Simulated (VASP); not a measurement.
# Hf (P6_3/mmc) in VASP: further runs, part 2 of 3

VASP 6.6.1. The steps go on from the part before.

**3. Single point, PBE**

INCAR reads:

```
  ALGO = Normal
  EDIFF = 1E-6
  ENCUT = 520
  GGA = PE
  ISIF = 2
  ISMEAR = 0
  LASPH = T
  LCHARG = F
  LREAL = F
  LWAVE = F
  NBANDS = 17
  NELM = 100
  PREC = Accurate
  SIGMA = 0.028000000000000004
```

KPOINTS reads:

```
k-points
0
Gamma
  10 10 5
```

POSCAR reads:

```
Hf
1.0
    3.1967000000      0.0000000000      0.0000000000
   -1.5983500000      2.7684234083      0.0000000000
    0.0000000000      0.0000000000      5.0578000000
Hf
2
Direct
    0.6666666667      0.3333333333      0.7500000000
    0.3333333333      0.6666666667      0.2500000000
```

Potentials or basis: VASP PAW PBE potentials, release 64 (Hf_pv).

On the command line:

```bash
cat potpaw_PBE.64/Hf_pv/POTCAR > POTCAR
mpirun -np 1 vasp_std > vasp.out
```

OUTCAR:

```text
EDIFF = 1E-6
   ENCUT = 520
   GGA = PE
   ISIF = 2
   ISMEAR = 0
   LASPH = T
   LREAL = F
   NELM = 100
   PREC = Accurate

 ion  position               nearest neighbor table
   1  0.667  0.333  0.750-   2 3.13   2 3.13   2 3.13   2 3.13   2 3.13   2 3.13
   2  0.333  0.667  0.250-   1 3.13   1 3.13   1 3.13   1 3.13   1 3.13   1 3.13

  LATTYP: Found a hexagonal cell.
 ALAT       =     3.1967000000
 C/A-ratio  =     1.5821941377

  Lattice vectors:

 A1 = (   3.1967000000,   0.0000000000,   0.0000000000)
 A2 = (  -1.5983500000,   2.7684234083,   0.0000000000)
 A3 = (   0.0000000000,   0.0000000000,   5.0578000000)

Analysis of symmetry for initial positions (statically):
=====================================================================
 Subroutine PRICEL returns:
 Original cell was already a primitive cell.

 Routine SETGRP: Setting up the symmetry group for a
 hexagonal supercell.

 Subroutine GETGRP returns: Found 24 space group operations
 (whereof 12 operations were pure point group operations)
 out of a pool of 24 trial point group operations.

The static configuration has the point symmetry D_3d.
 The point group associated with its full space group is D_6h.

Analysis of symmetry for dynamics (positions and initial velocities):
=====================================================================
 Subroutine PRICEL returns:
 Original cell was already a primitive cell.

 Routine SETGRP: Setting up the symmetry group for a
 hexagonal supercell.

 Subroutine GETGRP returns: Found 24 space group operations
 (whereof 12 operations were pure point group operations)
 out of a pool of 24 trial point group operations.

The dynamic configuration has the point symmetry D_3d.
 The point group associated with its full space group is D_6h.

[... 106 lines left out ...]
   POTIM  = 0.5000    time-step for ionic-motion
   TEBEG  =    0.0;   TEEND  =   0.0 temperature during run
   PSTRESS=    0.0 pullay stress
   NELECT =      20.0000    total number of electrons
   NUPDOWN=      -1.0000    fix difference up-down
   EMIN   =  10.00;   EMAX   =-10.00  energy-range for DOS
   EFERMI =   0.00;   METHOD = LEGACY
   ISMEAR =     0;   SIGMA  =   0.03  broadening in eV -4-tet -1-fermi 0-gaus
   EFERMI_NEDOS =   21; number of points for ismear=-14 and -15
   IALGO  =     38    algorithm
   IMIX   =      4    mixing-type and parameters
     AMIX     =   0.40;   BMIX     =  1.00
     AMIX_MAG =   1.60;   BMIX_MAG =  1.00
  volume/ion in A,a.u.               =      22.38       151.03
  Fermi-wavevector in a.u.,A,eV,Ry     =   1.251563  2.365112 21.312311  1.566411
  Thomas-Fermi vector in A             =   2.385505
   LORBIT       =      0    0 simple, 1 ext, 2 COOP (PROOUT), +10 PAW based schemes
   GGA     = PE    functional components
   LHFCALC =     F    Hartree Fock is set to
   AEXX    =    0.0000 exact exchange contribution
   IVDW    =     0    specifies the selected vdW correction
   LEPSILON=     F    determine dielectric tensor
   LRPA    =     F    only Hartree local field effects (RPA)
 non-spin polarized calculation
 Gauss-broadening in eV      SIGMA  =   0.03
  energy-cutoff  :      520.00
  volume of cell :       44.76
 maximum number of plane-waves:      1220
 NGX is ok and might be reduce to    24
   NGX = 11   NGY = 11   NGZ = 19

 number of electron      20.0000004 magnetization

 Free energy of the ion-electron system (eV)
  ---------------------------------------------------
  ext. energy  EPLUGINS =         0.00000000
  ---------------------------------------------------
  free energy    TOTEN  =       -19.84987028 eV

  energy without entropy =      -19.84899033  energy(sigma->0) =      -19.84943031

 E-fermi :   4.8974     XC(G=0): -11.2811

 val. band max:        4.8949241357   @ k =   0.1000   0.1000   0.4000
 cond. band min:       4.9110106258   @ k =   0.1000   0.1000   0.2000
 fundamental gap:      0.0160864902
 Fermi energy:         4.8973994778

 k-point     1 :       0.0000    0.0000    0.0000
  band No.  band energies     occupation
      1     -26.1590      2.00000
      2     -25.4141      2.00000
      3     -25.4141      2.00000
      4     -25.2933      2.00000
      5     -25.2865      2.00000
      6     -25.2865      2.00000
[... 457 lines left out ...]
      4     -25.5830      2.00000
      5     -25.4894      2.00000
      6     -25.4174      2.00000
[... 9 lines left out ...]
     16      10.8529      0.00000
     17      11.6646      0.00000

 [... further k-points ...]
[... 5 lines left out ...]
  --------------------------------------------------------------------------------------
  -------------------------------------------------------------------------------------
  Total        0.0835514      0.0835514     -0.0261167     -0.0000000      0.0000000      0.0000000
  in kB        2.9906681      2.9906681     -0.9348315     -0.0000000      0.0000000      0.0000000
  external PRESSURE =       1.6821683 kB  Pullay stress =       0.0000000 kB

 VOLUME and BASIS-vectors are now :
 -----------------------------------------------------------------------------
  energy-cutoff  :      520.00
  volume of cell :       44.76
      direct lattice vectors                 reciprocal lattice vectors
     3.196700000  0.000000000  0.000000000     0.312822598  0.180608211  0.000000000
    -1.598350000  2.768423408  0.000000000     0.000000000  0.361216423  0.000000000
     0.000000000  0.000000000  5.057800000     0.000000000  0.000000000  0.197714421

 POSITION                                       TOTAL-FORCE (eV/Angst)
 -----------------------------------------------------------------------------------
      1.59835      0.92281      3.79335        -0.000000     -0.000000      0.000000
     -0.00000      1.84562      1.26445         0.000000      0.000000      0.000000
 -----------------------------------------------------------------------------------
    total drift:                               -0.000000      0.000000     -0.000000

  FREE ENERGIE OF THE ION-ELECTRON SYSTEM (eV)
  ---------------------------------------------------
  free  energy   TOTEN  =       -19.8498702850 eV

  energy  without entropy=      -19.8489903267  energy(sigma->0) =      -19.84943031
```

OSZICAR:

```text
N       E                     dE             d eps       ncg     rms          rms(c)
DAV:   1     0.498016413256E+02    0.49802E+02   -0.11473E+04  1436   0.113E+03
DAV:   2    -0.186233125095E+02   -0.68425E+02   -0.66737E+02  1827   0.248E+02
DAV:   3    -0.205460248140E+02   -0.19227E+01   -0.18990E+01  1850   0.271E+01
DAV:   4    -0.205618835127E+02   -0.15859E-01   -0.15841E-01  1854   0.295E+00
DAV:   5    -0.205620356949E+02   -0.15218E-03   -0.15215E-03  1818   0.257E-01    0.647E+01
DAV:   6    -0.200409816787E+02    0.52105E+00   -0.49075E-01  1693   0.451E+00    0.382E+01
DAV:   7    -0.198593724999E+02    0.18161E+00   -0.81728E-01  1740   0.558E+00    0.203E+00
DAV:   8    -0.198497979837E+02    0.95745E-02   -0.49715E-02  1650   0.145E+00    0.217E-01
DAV:   9    -0.198498820676E+02   -0.84084E-04   -0.10467E-03  1921   0.224E-01    0.169E-01
DAV:  10    -0.198498697227E+02    0.12345E-04   -0.81743E-05  1645   0.594E-02    0.249E-01
DAV:  11    -0.198498702196E+02   -0.49698E-06   -0.10695E-05  1727   0.219E-02    0.978E-03
DAV:  12    -0.198498702850E+02   -0.65311E-07   -0.45008E-07  1029   0.467E-03
   1 F= -.19849870E+02 E0= -.19849430E+02  d E =-.879958E-03
```

Run time: 9 s. Hardware: 1 thread of Intel Xeon 6975P-C (Granite Rapids), shared host; peak memory 0.16 GiB.

What came out:

| Quantity | Value |
| --- | --- |
| Free energy | -19.8499 eV |
| Pressure | 0.2 GPa |
| Band gap on the k mesh | zero (band 10 reaches 6.10 eV, above the bottom of band 11 at 4.60 eV) |

Stress tensor (GPa, compression positive):
```
 0.30  0.00  0.00
 0.00  0.30  0.00
 0.00  0.00 -0.09
```

Levels at points of the mesh, in eV from the Fermi level:
```tsv
k point	band 7	band 8	band 9	band 10	band 11	band 12	band 13	band 14
(0.00, 0.00, 0.00)	-7.36	-3.69	0.66	1.20	1.20	1.48	2.02	2.02
(0.50, 0.00, 0.00)	-3.33	-2.73	-2.21	-0.78	0.81	0.89	1.70	5.91
```

Caveat: spin-orbit coupling is left out, which moves the levels of the heavy elements.

**4. Single point, PBE**

INCAR reads:

```
PREC = Accurate
ENCUT = 520
EDIFF = 1E-6
ISMEAR = 0
SIGMA = 0.019000000000000003
LREAL = F
LASPH = T
NELM = 60
ALGO = Normal
ISIF = 2
LWAVE = F
LCHARG = F
GGA = PE
NBANDS = 17
```

KPOINTS reads:

```
Automatic mesh
0
Gamma
  10 10 5
```

POSCAR is that of step 3.

On the command line:

```bash
cat potpaw_PBE.64/Hf_pv/POTCAR > POTCAR
mpirun -np 1 vasp_std > vasp.out
```

Wall time 9 s (1 thread of Intel Xeon 6975P-C (Granite Rapids), shared host); peak memory 0.16 GiB.

The run converged. Its results:

| Item | Value |
| --- | --- |
| Free energy | -19.8496 eV |
| Pressure | 0.2 GPa |
| Band gap on the k mesh | zero (band 10 reaches 6.10 eV, above the bottom of band 11 at 4.60 eV) |

Stress tensor (GPa, compression positive):
```
 0.30  0.00  0.00
 0.00  0.30  0.00
 0.00  0.00 -0.03
```

Levels at points of the mesh, in eV from the Fermi level:
| k point | band 6 | band 7 | band 8 | band 9 | band 10 | band 11 | band 12 | band 13 | band 14 | band 15 |
| --- | --- | --- | --- | --- | --- | --- | --- | --- | --- | --- |
| (0.00, 0.00, 0.00) | -30.18 | -7.36 | -3.69 | 0.66 | 1.20 | 1.20 | 1.48 | 2.02 | 2.02 | 2.66 |
| (0.50, 0.00, 0.00) | -30.27 | -3.33 | -2.73 | -2.21 | -0.78 | 0.81 | 0.89 | 1.70 | 5.91 | 6.42 |

Caveat: spin-orbit coupling is left out, which moves the levels of the heavy elements.

**5. Single point, revPBE**

This run uses another cell than the first one, of 22.95 Å³/atom, 1.026 times its volume.

INCAR reads:

```
SYSTEM = Hf
ALGO = Normal
EDIFF = 1E-6
ENCUT = 520
GGA = RE
ISIF = 2
ISMEAR = -1
LASPH = .True.
LCHARG = .True.
LELF = .True.
LREAL = .False.
LVHAR = .True.
LWAVE = .False.
NBANDS = 17
NELM = 80
PREC = Accurate
SIGMA = 0.05
```

KPOINTS reads:

```
k-points
0
Gamma
  10 10 5
  0 0 0
```

POSCAR reads:

```
Hf
1.0
    3.2273367793      0.0000000000      0.0000000000
   -1.6136683897      2.7949556375      0.0000000000
    0.0000000000      0.0000000000      5.0888567016
Hf
2
Direct
    0.6666666667      0.3333333333      0.7500000000
    0.3333333333      0.6666666667      0.2500000000
```

On the command line:

```bash
cat potpaw_PBE.64/Hf_pv/POTCAR > POTCAR
mpirun -np 1 vasp_std > vasp.out
```

Run time: 9.6 s. Hardware: 1 thread of Intel Xeon 6975P-C (Granite Rapids), shared host; peak memory 0.17 GiB.

Results (log left out):

| Property | Result |
| --- | --- |
| Free energy | -19.1783 eV |
| Pressure | -0.5 GPa |
| Band gap on the k mesh | zero (band 10 reaches 6.00 eV, above the bottom of band 11 at 4.50 eV) |

Stress tensor (GPa, compression positive):
```
-0.45  0.00  0.00
 0.00 -0.45  0.00
 0.00  0.00 -0.56
```

Levels at points of the mesh, in eV from the Fermi level:
| k point | band 7 | band 8 | band 9 | band 10 | band 11 | band 12 | band 13 | band 14 |
| --- | --- | --- | --- | --- | --- | --- | --- | --- |
| (0.00, 0.00, 0.00) | -7.29 | -3.61 | 0.55 | 1.19 | 1.19 | 1.49 | 1.99 | 1.99 |
| (0.50, 0.00, 0.00) | -3.31 | -2.65 | -2.14 | -0.87 | 0.80 | 0.86 | 1.67 | 5.72 |

Caveat: the PAW data sets were made with another functional, which shifts forces and pressure a little; spin-orbit coupling is left out, which moves the levels of the heavy elements.

[end of part 2 of 3]
